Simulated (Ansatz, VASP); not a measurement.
## One calculation of Pb, two programs

```
CELL_PARAMETERS angstrom
0.00000 2.39360 2.39360
2.39360 0.00000 2.39360
2.39360 2.39360 0.00000
ATOMIC_POSITIONS crystal
Pb 0.00000 0.00000 0.00000
```

Alike in both runs: task single point; functional r2SCAN; k mesh 14 × 14 × 14; occupations gaussian, width 0.1 eV; no spin polarisation.

```csv
,VASP,Ansatz
version,VASP 6.6.1,Ansatz 0.2.0
potentials or method,"VASP PAW PBE potentials, release 64 (Pb_d), cutoff 520 eV","scalar-relativistic, plane waves, PAW"
valence electrons in the cell,14,14
```

```tsv
	VASP	Ansatz	Ansatz less VASP
gap on the k mesh at the Fermi level (eV)	none	none	-
pressure (GPa)	7.8	7.8	-0.03
```

VASP's potentials were made for PBE, not for r2SCAN. A gap of «none» marks a metal or a gap that the smearing closes. With one functional, cell and mesh, what is left measures potentials, basis and numerics.

Spin-orbit coupling is off throughout.
